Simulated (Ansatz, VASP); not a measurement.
# One calculation of Al, two programs

```
Al
1.0
     1.39009   -2.40867    0.00000
     1.39009    2.40867    0.00000
     0.00000    0.00000    2.80401
Al
1
Direct
  0.00000 0.00000 0.50000
```

Alike in both runs: functional PBE; k mesh 22 × 22 × 20; occupations gaussian, width 0.1 eV; no spin polarisation.

Ansatz relaxed the structure, and its values are those at the end. VASP's run is a single point on that final structure, the one shown.

```csv
,VASP,Ansatz
version,VASP 6.6.1,Ansatz 0.2.0
potentials or method,"VASP PAW PBE potentials, release 64 (Al), cutoff 520 eV","scalar-relativistic, plane waves, PAW"
valence electrons in the cell,3,3
```

|  | VASP | Ansatz | Ansatz less VASP |
| --- | --- | --- | --- |
| gap on the k mesh at the Fermi level (eV) | none | none | - |
| pressure (GPa) | 0.0 | 0.0 | +0.02 |

A gap of «none» marks a metal or a gap that the smearing closes.
